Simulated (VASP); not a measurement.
Input of a VASP 6.6.1 run:

File INCAR:

```
ALGO = Normal
EDIFF = 1E-8
ENCUT = 520
GGA = PE
GGA_COMPAT = False
ISIF = 2
ISMEAR = -1
LASPH = True
LCHARG = False
LEFG = True
LREAL = False
LWAVE = False
NBANDS = 11
NELM = 120
PREC = Accurate
SIGMA = 0.03
```

File KPOINTS:

```
k-points
0
Gamma
  10 10 10
```

File POSCAR:

```
MgS
1.0
    0.0000000000      2.5575457170      2.5575457170
    2.5575457170      0.0000000000      2.5575457170
    2.5575457170      2.5575457170      0.0000000000
Mg S
1 1
Direct
    0.0000000000      0.0000000000      0.0000000000
    0.5000000000      0.5000000000      0.5000000000
```

Potentials or basis: VASP PAW PBE potentials, release 64 (Mg, S).

Run with:

```sh
$ cat potpaw_PBE.64/Mg/POTCAR potpaw_PBE.64/S/POTCAR > POTCAR
$ mpirun -np 1 vasp_std > vasp.out
```

(1) Predict the band gap on the k mesh.

(2) Estimate the pressure.

Answers

(1) 2.89 eV, indirect (least direct gap 4.13 eV).

(2) 5.3 GPa.

Caveat: without QUAD_EFG the Cq values of the log hold for a quadrupole moment of 1 mb, not for the nuclei.
